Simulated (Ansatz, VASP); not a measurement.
**ZnS: VASP beside Ansatz**

```
Zn S
1.0
     3.84798    0.00002    0.00003
    -1.92397    3.33255   -0.00070
     0.00010   -0.00257   12.58965
Zn S
4 4
Direct
  0.00009 0.00024 0.00004
  0.00017 0.00039 0.50004
  0.33339 0.66680 0.25003
  0.66642 0.33265 0.75005
  0.00001 0.00006 0.18728
  0.99980 0.99954 0.68728
  0.33343 0.66690 0.43763
  0.66669 0.33343 0.93765
```

Change from the starting cell: atom 6 moved 0.15 Å; relaxed back.

Alike in both runs: functional PBE; k mesh 6 × 6 × 2; occupations gaussian, width 0.05 eV; no spin polarisation.

Ansatz relaxed the structure, and its values are those at the end. VASP's run is a single point on that final structure, the one shown.

|  | VASP | Ansatz |
| --- | --- | --- |
| version | VASP 6.6.1 | Ansatz 0.2.0 |
| potentials or method | VASP PAW PBE potentials, release 64 (Zn, S), cutoff 520 eV | scalar-relativistic, plane waves, PAW |
| valence electrons in the cell | 72 | 72 |

```tsv
	VASP	Ansatz	Ansatz less VASP
gap on the k mesh at the Fermi level (eV)	2.05	2.05	-0.004
least direct gap on the mesh (eV)	2.05	2.05	-0.004
pressure (GPa)	0.1	0.0	-0.14
```
